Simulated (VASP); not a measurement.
Input of a VASP 6.6.1 run:

Contents of INCAR:

```
SYSTEM = Fe
ALGO = Normal ; EDIFF = 1E-7
ENCUT = 520 ; GGA = PE
ISIF = 2 ; ISMEAR = -1
ISPIN = 2 ; LASPH = .True.
LCHARG = .False. ; LMAXMIX = 4
LORBIT = 11 ; LREAL = .False.
LWAVE = .False. ; MAGMOM = 2.367
NBANDS = 14 ; NELM = 150
PREC = Accurate ; SIGMA = 0.05
```

KPOINTS

```
k-points
0
Gamma
  15 15 15
  0 0 0
```

POSCAR

```
Fe
1.0
    2.4626376863      0.0000000000      0.0000000000
    0.0000000000      2.4626376863      0.0000000000
    0.0000000000      0.0000000000      2.4626376863
Fe
1
Direct
    0.0000000000      0.0000000000      0.0000000000
```

Potentials or basis: VASP PAW PBE potentials, release 64 (Fe).

The run is started by

```console
$ cat potpaw_PBE.64/Fe/POTCAR > POTCAR
$ mpirun -np 1 vasp_std > vasp.out
```

Problem. Predict the net moment.

Solution. 2.64 μB per cell.

Problem. What does it give for the site moments?

Solution. Fe +2.64 μB.

Problem. What does it give for the pressure?

Solution. -10.1 GPa.
